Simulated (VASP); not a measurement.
A run of VASP 6.6.1 is set up as follows.

Contents of INCAR:

```
PREC = Accurate ; ENCUT = 600
EDIFF = 1E-6 ; ISMEAR = -1
SIGMA = 0.02 ; LREAL = False
LASPH = True ; NELM = 60
ALGO = Normal ; ISIF = 3
LWAVE = False ; LCHARG = False
IBRION = 2 ; NSW = 80
EDIFFG = -0.005
```

The input KPOINTS:

```
Automatic mesh
0
Gamma
  6 6 4
```

The input POSCAR:

```
AgCl
1.0
    4.5153197776      0.0000000000      0.0000000000
   -2.2576598888      3.9103816336      0.0000000000
    0.0000000000      0.0000000000      5.9750929528
Ag Cl
2 2
Direct
    0.3333333333      0.6666666667      0.2500000000
    0.6666666667      0.3333333333      0.7500000000
    0.6666666667      0.3333333333      0.2500000000
    0.3333333333      0.6666666667      0.7500000000
```

Potentials or basis: VASP PAW LDA potentials, release 64 (Ag, Cl).

The run is started by

```sh
$ cat potpaw_LDA.64/Ag/POTCAR potpaw_LDA.64/Cl/POTCAR > POTCAR
$ mpirun -np 1 vasp_std > vasp.out
```

(1) What does it give for the space group after relaxing (to 0.05 Å)?

(2) What does it give for the relaxed volume?

(3) Estimate the band gap on the k mesh.

Answers

(1) P6_3/mmc (No. 194).

(2) 22.76 Å³/atom.

(3) 1.05 eV, indirect (least direct gap 1.06 eV).
